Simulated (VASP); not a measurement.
# B (Pm-3m) in VASP: notebook

B is run at these levels: PBE; tasks: single point.

Everything below comes from runs of VASP 6.6.1. Logs are shortened: lines on timing, memory, paths and dates and some standing lists are left out, and cuts for length are marked.

## 1. The cell of the first run

The structure is cubic, space group Pm-3m (No. 221). The conventional cell has a = 1.884 Å, b = 1.884 Å, c = 1.884 Å, α = 90.00°, β = 90.00°, γ = 90.00°. Within 2.5 Å of B (site symmetry m-3m) lie 6 B at 1.88 Å.

## 2. Single point, PBE

Contents of INCAR:

```
PREC = Accurate ; ENCUT = 520
EDIFF = 1E-7 ; ISMEAR = -1
SIGMA = 0.1 ; LREAL = F
LASPH = T ; NELM = 60
ALGO = Normal ; ISIF = 2
LWAVE = F ; LCHARG = F
GGA = PE ; NBANDS = 8
```

Contents of KPOINTS:

```
regular mesh
0
Gamma
  16 16 16
```

Contents of POSCAR:

```
B
1.0
    1.8839499199      0.0000000000      0.0000000000
    0.0000000000      1.8839499199      0.0000000000
    0.0000000000      0.0000000000      1.8839499199
B
1
Direct
    0.0000000000      0.0000000000      0.0000000000
```

Potentials or basis: VASP PAW PBE potentials, release 64 (B).

Run with:

```sh
> cat potpaw_PBE.64/B/POTCAR > POTCAR
> mpirun -np 1 vasp_std > vasp.out
```

OUTCAR:

```text
PREC = Accurate
   ENCUT = 520
   EDIFF = 1E-7
   ISMEAR = -1
   LREAL = F
   LASPH = T
   NELM = 60
   ISIF = 2
   GGA = PE

 ion  position               nearest neighbor table
   1  0.000  0.000  0.000-

  LATTYP: Found a simple cubic cell.
 ALAT       =     1.8839499199

  Lattice vectors:

 A1 = (   1.8839499199,   0.0000000000,   0.0000000000)
 A2 = (   0.0000000000,   1.8839499199,   0.0000000000)
 A3 = (   0.0000000000,   0.0000000000,   1.8839499199)

Analysis of symmetry for initial positions (statically):
=====================================================================
 Subroutine PRICEL returns:
 Original cell was already a primitive cell.

 Routine SETGRP: Setting up the symmetry group for a
 simple cubic supercell.

 Subroutine GETGRP returns: Found 48 space group operations
 (whereof 48 operations were pure point group operations)
 out of a pool of 48 trial point group operations.

The static configuration has the point symmetry O_h .

Analysis of symmetry for dynamics (positions and initial velocities):
=====================================================================
 Subroutine PRICEL returns:
 Original cell was already a primitive cell.

 Routine SETGRP: Setting up the symmetry group for a
 simple cubic supercell.

 Subroutine GETGRP returns: Found 48 space group operations
 (whereof 48 operations were pure point group operations)
 out of a pool of 48 trial point group operations.

The dynamic configuration has the point symmetry O_h .

 Subroutine INISYM returns: Found 48 space group operations
 (whereof 48 operations are pure point group operations),
 and found     1 'primitive' translations

----------------------------------------------------------------------------------------

                                     Primitive cell

  volume of cell :       6.6866

  direct lattice vectors                    reciprocal lattice vectors
     1.883949920  0.000000000  0.000000000     0.530799672  0.000000000  0.000000000
     0.000000000  1.883949920  0.000000000     0.000000000  0.530799672  0.000000000
     0.000000000  0.000000000  1.883949920     0.000000000  0.000000000  0.530799672

  length of vectors
     1.883949920  1.883949920  1.883949920     0.530799672  0.530799672  0.530799672

  position of ions in fractional coordinates (direct lattice)
     0.000000000  0.000000000  0.000000000

  ion indices of the primitive-cell ions
   primitive index   ion index
                 1           1

----------------------------------------------------------------------------------------

 KPOINTS: regular mesh

Automatic generation of k-mesh.
 Grid dimensions read from file:
 generate k-points for:   16   16   16

 Generating k-lattice:

  Cartesian coordinates                     Fractional coordinates (reciprocal lattice)
     0.033174980  0.000000000  0.000000000     0.062500000  0.000000000  0.000000000
     0.000000000  0.033174980  0.000000000     0.000000000  0.062500000  0.000000000
     0.000000000  0.000000000  0.033174980     0.000000000  0.000000000  0.062500000

  Length of vectors
     0.033174980  0.033174980  0.033174980

  Shift w.r.t. Gamma in fractional coordinates (k-lattice)
     0.000000000  0.000000000  0.000000000

 Subroutine IBZKPT returns following result:
 ===========================================

 Found    165 irreducible k-points:

 Following reciprocal coordinates:
            Coordinates               Weight
  0.000000  0.000000  0.000000      1.000000
  0.062500  0.000000  0.000000      6.000000
  0.125000  0.000000  0.000000      6.000000
  0.187500  0.000000  0.000000      6.000000
  0.250000  0.000000  0.000000      6.000000
  0.312500  0.000000  0.000000      6.000000
[... 16 lines left out ...]
  0.437500  0.125000  0.000000     24.000000
  0.500000  0.125000  0.000000     12.000000
 [... further k-points ...]
   k-points           NKPTS =    165   k-points in BZ     NKDIM =    165   number of bands    NBANDS=      8
   number of dos      NEDOS =    301   number of ions     NIONS =      1
   total plane-waves  NPLWV =   2744
   dimension x,y,z NGX =    14 NGY =   14 NGZ =   14
   dimension x,y,z NGXF=    28 NGYF=   28 NGZF=   28
   ions per type =               1
   NGX,Y,Z   is equivalent  to a cutoff of  12.35, 12.35, 12.35 a.u.
   NGXF,Y,Z  is equivalent  to a cutoff of  24.71, 24.71, 24.71 a.u.
 SYSTEM =  unknown system
   PREC   = accura    normal or accurate (medium, high low for compatibility)
   ISTART =      0    job   : 0-new  1-cont  2-samecut
   ICHARG =      2    charge: 1-file 2-atom 10-const
   ISPIN  =      1    spin polarized calculation?
   LNONCOLLINEAR =      F non collinear calculations
   LSORBIT =      F    spin-orbit coupling
   LASPH  =      T    aspherical Exc in radial PAW
   ENCUT  =  520.0 eV  38.22 Ry    6.18 a.u.   3.50  3.50  3.50*2*pi/ulx,y,z
   NELM   =     60;   NELMIN=  2; NELMDL= -5     # of ELM steps
   EDIFF  = 0.1E-06   stopping-criterion for ELM
   LREAL  =      F    real-space projection
   EDIFFG = 0.1E-05   stopping-criterion for IOM
   NSW    =      0    number of steps for IOM
   IBRION =     -1    ionic relax: 0-MD 1-quasi-New 2-CG
   NFREE  =      0    steps in history (QN), initial steepest desc. (CG)
   ISIF   =      2    stress and relaxation
   ISYM   =      2    0-nonsym 1-usesym 2-fastsym
   POTIM  = 0.5000    time-step for ionic-motion
   TEBEG  =    0.0;   TEEND  =   0.0 temperature during run
   PSTRESS=    0.0 pullay stress
   NELECT =       3.0000    total number of electrons
   NUPDOWN=      -1.0000    fix difference up-down
   EMIN   =  10.00;   EMAX   =-10.00  energy-range for DOS
   EFERMI =   0.00;   METHOD = LEGACY
   ISMEAR =    -1;   SIGMA  =   0.10  broadening in eV -4-tet -1-fermi 0-gaus
   EFERMI_NEDOS =   21; number of points for ismear=-14 and -15
   IALGO  =     38    algorithm
   IMIX   =      4    mixing-type and parameters
     AMIX     =   0.40;   BMIX     =  1.00
     AMIX_MAG =   1.60;   BMIX_MAG =  1.00
  volume/ion in A,a.u.               =       6.69        45.12
  Fermi-wavevector in a.u.,A,eV,Ry     =   1.253274  2.368344 21.370599  1.570695
  Thomas-Fermi vector in A             =   2.387134
   LORBIT       =      0    0 simple, 1 ext, 2 COOP (PROOUT), +10 PAW based schemes
   GGA     = PE    functional components
[... 5 lines left out ...]
 non-spin polarized calculation
  energy-cutoff  :      520.00
  volume of cell :        6.69
 maximum number of plane-waves:       192
   NGX =  7   NGY =  7   NGZ =  7

 number of electron       3.0000000 magnetization

 Free energy of the ion-electron system (eV)
  ---------------------------------------------------
  ext. energy  EPLUGINS =         0.00000000
  ---------------------------------------------------
  free energy    TOTEN  =        -5.62172071 eV

  energy without entropy =       -5.61518952  energy(sigma->0) =       -5.61845512

 E-fermi :   7.0668     XC(G=0): -12.3883

 val. band max:        7.0114145200   @ k =   0.3750   0.3125   0.1250
 cond. band min:       7.1093455292   @ k =   0.3750   0.2500   0.1875
 fundamental gap:      0.0979310092
 Fermi energy:         7.0667674822

 k-point     1 :       0.0000    0.0000    0.0000
  band No.  band energies     occupation
      1      -8.7551      2.00000
      2      20.6762      0.00000
      3      20.6762      0.00000
      4      20.6762      0.00000
      5      31.1106      0.00000
      6      31.1106      0.00000
      7      40.2102      0.00000
      8      60.4366      0.00000

 k-point     2 :       0.0625    0.0000    0.0000
  band No.  band energies     occupation
      1      -8.6221      2.00000
      2      19.3269      0.00000
      3      20.7876      0.00000
      4      20.7876      0.00000
      5      31.2659      0.00000
      6      32.6061      0.00000
      7      40.1362      0.00000
      8      59.3792      0.00000

 k-point     3 :       0.1250    0.0000    0.0000
  band No.  band energies     occupation
      1      -8.2235      2.00000
      2      16.5042      0.00000
      3      21.1153      0.00000
      4      21.1153      0.00000
      5      31.7298      0.00000
      6      35.7445      0.00000
      7      40.0174      0.00000
      8      56.7517      0.00000

 k-point     4 :       0.1875    0.0000    0.0000
  band No.  band energies     occupation
      1      -7.5603      2.00000
      2      13.3621      0.00000
      3      21.6377      0.00000
      4      21.6377      0.00000
      5      32.4960      0.00000
      6      38.2154      0.00000
      7      40.9374      0.00000
      8      53.5651      0.00000

 k-point     5 :       0.2500    0.0000    0.0000
  band No.  band energies     occupation
      1      -6.6348      2.00000
      2      10.2689      0.00000
      3      22.3134      0.00000
      4      22.3134      0.00000
      5      33.5489      0.00000
      6      38.2687      0.00000
      7      44.1013      0.00000
      8      50.4395      0.00000
[... 177 lines left out ...]
 k-point    22 :       0.3750    0.1250    0.0000
  band No.  band energies     occupation
      1      -3.4939      2.00000
      2       5.0669      2.00000
      3      20.8065      0.00000
      4      24.1964      0.00000
      5      33.4783      0.00000
      6      39.1946      0.00000
      7      44.8240      0.00000
      8      46.0554      0.00000

 k-point    23 :       0.4375    0.1250    0.0000
  band No.  band energies     occupation
      1      -1.8689      2.00000
      2       2.7060      2.00000
      3      21.5741      0.00000
      4      24.7319      0.00000
      5      32.3023      0.00000
      6      40.5548      0.00000
      7      43.3823      0.00000
      8      44.6487      0.00000

 k-point    24 :       0.5000    0.1250    0.0000
  band No.  band energies     occupation
      1      -0.6236      2.00000
      2       1.2140      2.00000
      3      21.8857      0.00000
      4      24.9333      0.00000
      5      31.8465      0.00000
      6      41.7106      0.00000
      7      42.2248      0.00000
      8      44.1540      0.00000

 [... further k-points ...]

------------------------ aborting loop because EDIFF is reached ----------------------------------------

  FORCE on cell =-STRESS in cart. coord.  units (eV):
  Direction    XX          YY          ZZ          XY          YZ          ZX
  --------------------------------------------------------------------------------------
  -------------------------------------------------------------------------------------
  Total        0.0019108      0.0019108      0.0019108     -0.0000000     -0.0000000     -0.0000000
  in kB        0.4578457      0.4578457      0.4578457     -0.0000000     -0.0000000     -0.0000000
  external PRESSURE =       0.4578457 kB  Pullay stress =       0.0000000 kB

 VOLUME and BASIS-vectors are now :
 -----------------------------------------------------------------------------
  energy-cutoff  :      520.00
  volume of cell :        6.69
      direct lattice vectors                 reciprocal lattice vectors
     1.883949920  0.000000000  0.000000000     0.530799672  0.000000000  0.000000000
     0.000000000  1.883949920  0.000000000     0.000000000  0.530799672  0.000000000
     0.000000000  0.000000000  1.883949920     0.000000000  0.000000000  0.530799672

 POSITION                                       TOTAL-FORCE (eV/Angst)
 -----------------------------------------------------------------------------------
      0.00000      0.00000      0.00000         0.000000      0.000000      0.000000
 -----------------------------------------------------------------------------------
    total drift:                                0.000000     -0.000000     -0.000000

  FREE ENERGIE OF THE ION-ELECTRON SYSTEM (eV)
  ---------------------------------------------------
  free  energy   TOTEN  =        -5.6217207141 eV

  energy  without entropy=       -5.6151895201  energy(sigma->0) =       -5.61845512
```

Run time: 6.2 s. Hardware: 1 thread of Intel Xeon 6975P-C, shared host; peak memory 0.11 GiB.

What came out:

```yaml
Free_energy: -5.6217 eV
Pressure: 0.0 GPa
```

## 3. Single point, PBE (volume scaled by 0.88)

Contents of INCAR:

```
SYSTEM = B
ALGO     = Normal         ! electronic algorithm
EDIFF    = 1E-6           ! SCF threshold, eV
ENCUT    = 520            ! plane-wave cutoff, eV
GGA      = PE             ! functional
ISIF     = 2              ! what is computed and relaxed
ISMEAR   = -1             ! smearing method
LASPH    = .TRUE.         ! aspherical terms in the spheres
LCHARG   = .TRUE.         ! write CHGCAR
LELF     = .TRUE.         ! ELF
LREAL    = .FALSE.        ! projectors in reciprocal space
LVHAR    = .TRUE.       
LWAVE    = .FALSE.        ! write WAVECAR
NBANDS   = 8              ! bands
NELM     = 60             ! most SCF steps
PREC     = Accurate       ! precision mode
SIGMA    = 0.1            ! smearing width, eV
```

Contents of KPOINTS:

```
k-points
0
G
  19 19 19
  0 0 0
```

Contents of POSCAR:

```
B
1.0
    1.8053590112      0.0000000000      0.0000000000
    0.0000000000      1.8053590112      0.0000000000
    0.0000000000      0.0000000000      1.8053590112
B
1
Direct
    0.0000000000      0.0000000000      0.0000000000
```

Potentials or basis: VASP PAW PBE potentials, release 64 (B).

Run with:

```sh
> cat potpaw_PBE.64/B/POTCAR > POTCAR
> mpirun -np 1 vasp_std > vasp.out
```

OUTCAR:

```text
SYSTEM = B
   EDIFF = 1E-6
   ENCUT = 520
   GGA = PE
   ISIF = 2
   ISMEAR = -1
   LASPH = .TRUE.
   LREAL = .FALSE.
   NELM = 60
   PREC = Accurate

 ion  position               nearest neighbor table
   1  0.000  0.000  0.000-

  LATTYP: Found a simple cubic cell.
 ALAT       =     1.8053590112

  Lattice vectors:

 A1 = (   1.8053590112,   0.0000000000,   0.0000000000)
 A2 = (   0.0000000000,   1.8053590112,   0.0000000000)
 A3 = (   0.0000000000,   0.0000000000,   1.8053590112)

Analysis of symmetry for initial positions (statically):
=====================================================================
 Subroutine PRICEL returns:
 Original cell was already a primitive cell.

 Routine SETGRP: Setting up the symmetry group for a
 simple cubic supercell.

 Subroutine GETGRP returns: Found 48 space group operations
 (whereof 48 operations were pure point group operations)
 out of a pool of 48 trial point group operations.

The static configuration has the point symmetry O_h .

Analysis of symmetry for dynamics (positions and initial velocities):
=====================================================================
 Subroutine PRICEL returns:
 Original cell was already a primitive cell.

 Routine SETGRP: Setting up the symmetry group for a
 simple cubic supercell.

 Subroutine GETGRP returns: Found 48 space group operations
 (whereof 48 operations were pure point group operations)
 out of a pool of 48 trial point group operations.

The dynamic configuration has the point symmetry O_h .

 Subroutine INISYM returns: Found 48 space group operations
 (whereof 48 operations are pure point group operations),
 and found     1 'primitive' translations

----------------------------------------------------------------------------------------

[... 104 lines left out ...]
   EFERMI =   0.00;   METHOD = LEGACY
   ISMEAR =    -1;   SIGMA  =   0.10  broadening in eV -4-tet -1-fermi 0-gaus
   EFERMI_NEDOS =   21; number of points for ismear=-14 and -15
   IALGO  =     38    algorithm
   IMIX   =      4    mixing-type and parameters
     AMIX     =   0.40;   BMIX     =  1.00
     AMIX_MAG =   1.60;   BMIX_MAG =  1.00
  volume/ion in A,a.u.               =       5.88        39.71
  Fermi-wavevector in a.u.,A,eV,Ry     =   1.307831  2.471442 23.271708  1.710422
  Thomas-Fermi vector in A             =   2.438539
   LORBIT       =      0    0 simple, 1 ext, 2 COOP (PROOUT), +10 PAW based schemes
   GGA     = PE    functional components
[... 5 lines left out ...]
 non-spin polarized calculation
  energy-cutoff  :      520.00
  volume of cell :        5.88
 maximum number of plane-waves:       171
 NGX is ok and might be reduce to    14
   NGX =  7   NGY =  7   NGZ =  7

 number of electron       3.0000000 magnetization

 Free energy of the ion-electron system (eV)
  ---------------------------------------------------
  ext. energy  EPLUGINS =         0.00000000
  ---------------------------------------------------
  free energy    TOTEN  =        -5.52757832 eV

  energy without entropy =       -5.51921655  energy(sigma->0) =       -5.52339744

 E-fermi :   8.3889     XC(G=0): -12.9257

 val. band max:        8.3404690639   @ k =   0.4211   0.3684   0.2105
 cond. band min:       8.4974155523   @ k =   0.4737   0.4211   0.2632
 fundamental gap:      0.1569464883
 Fermi energy:         8.3888533514

 k-point     1 :       0.0000    0.0000    0.0000
  band No.  band energies     occupation
      1      -8.6922      2.00000
      2      23.4919      0.00000
      3      23.4919      0.00000
      4      23.4919      0.00000
      5      34.1222      0.00000
      6      34.1222      0.00000
      7      45.0784      0.00000
      8      66.5333      0.00000
[... 243 lines left out ...]
 k-point    24 :       0.3158    0.1053    0.0000
  band No.  band energies     occupation
      1      -4.6926      2.00000
      2       8.9052      0.01138
      3      23.5310      0.00000
      4      26.5941      0.00000
      5      39.5163      0.00000
      6      41.0589      0.00000
      7      50.6612      0.00000
      8      52.5334      0.00000

 [... further k-points ...]

------------------------ aborting loop because EDIFF is reached ----------------------------------------

  FORCE on cell =-STRESS in cart. coord.  units (eV):
  Direction    XX          YY          ZZ          XY          YZ          ZX
  --------------------------------------------------------------------------------------
  -------------------------------------------------------------------------------------
  Total        1.4020268      1.4020268      1.4020268      0.0000000     -0.0000000      0.0000000
  in kB      381.7474592    381.7474592    381.7474592      0.0000000     -0.0000000      0.0000000
  external PRESSURE =     381.7474592 kB  Pullay stress =       0.0000000 kB

 VOLUME and BASIS-vectors are now :
 -----------------------------------------------------------------------------
  energy-cutoff  :      520.00
  volume of cell :        5.88
      direct lattice vectors                 reciprocal lattice vectors
     1.805359011  0.000000000  0.000000000     0.553906450  0.000000000  0.000000000
     0.000000000  1.805359011  0.000000000     0.000000000  0.553906450  0.000000000
     0.000000000  0.000000000  1.805359011     0.000000000  0.000000000  0.553906450

 POSITION                                       TOTAL-FORCE (eV/Angst)
 -----------------------------------------------------------------------------------
      0.00000      0.00000      0.00000         0.000000      0.000000      0.000000
 -----------------------------------------------------------------------------------
    total drift:                                0.000000     -0.000000     -0.000000

  FREE ENERGIE OF THE ION-ELECTRON SYSTEM (eV)
  ---------------------------------------------------
  free  energy   TOTEN  =        -5.5275783232 eV

  energy  without entropy=       -5.5192165476  energy(sigma->0) =       -5.52339744
```

stdout:

```text
POSCAR found type information on POSCAR B
 POSCAR found :  1 types and       1 ions
 scaLAPACK will be used
 LDA part: xc-table for (Slater+PW92), standard interpolation
 POSCAR, INCAR and KPOINTS ok, starting setup
 FFT: planning ... GRIDC
 FFT: planning ... GRID_SOFT
 FFT: planning ... GRID
 WAVECAR not read
 entering main loop
```

Run time: 7.5 s. Hardware: 1 thread of Intel Xeon 6975P-C, shared host; peak memory 0.11 GiB.

Results:

```yaml
Free_energy: -5.5276 eV
Pressure: 38.2 GPa
```

(Continued in part 2 of 2.)
